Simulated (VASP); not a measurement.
**HgTe: single point with PBEsol-based global hybrid with 25 % exact exchange**

HgTe:

```xyz
2
Lattice="0.0000 3.0180 3.0180 3.0180 0.0000 3.0180 3.0180 3.0180 0.0000" Properties=species:S:1:pos:R:3 pbc="T T T"
Hg    0.0000    0.0000    0.0000
Te    3.0180    3.0180    3.0180
```

* Program: VASP 6.6.1
* Task: single point
* Functional: PBEsol-based global hybrid with 25 % exact exchange
* Potentials or basis: VASP PAW PBE potentials, release 64 (Hg, Te)
* Cutoff: 520 eV
* k mesh: 4 × 4 × 4
* Occupations: fermi-dirac, width 0.05 eV
* Spin: no spin polarisation

| Item | Value |
| --- | --- |
| Pressure | -0.2 GPa |
| Band gap on the k mesh | zero (bands 9 and 10 overlap by 3.59 eV) |

Levels at points of the mesh, in eV from the Fermi level:
```csv
k point,band 6,band 7,band 8,band 9,band 10,band 11,band 12,band 13
"(0.00, 0.00, 0.00)",-8.76,-1.44,-1.44,-1.44,-1.02,8.45,8.46,8.46
"(0.50, 0.00, 0.00)",-8.58,-7.11,-0.33,0.33,3.10,4.52,4.54,4.86
"(0.50, 0.50, 0.00)",-7.69,-5.63,-3.28,-3.27,-3.27,5.38,10.54,10.54
```

It took 15 min on 1 thread of Intel(R) Xeon(R) Platinum 8375C CPU @ 2.90GHz (Ice Lake), on a shared host, peak memory 0.19 GiB.

Caveat: the k points lie up to 0.45 Å⁻¹ apart, too coarse for converged energies and pressures of a metal; the PAW data sets were made with another functional, which shifts forces and pressure a little; spin-orbit coupling is left out, which moves the levels of the heavy elements.
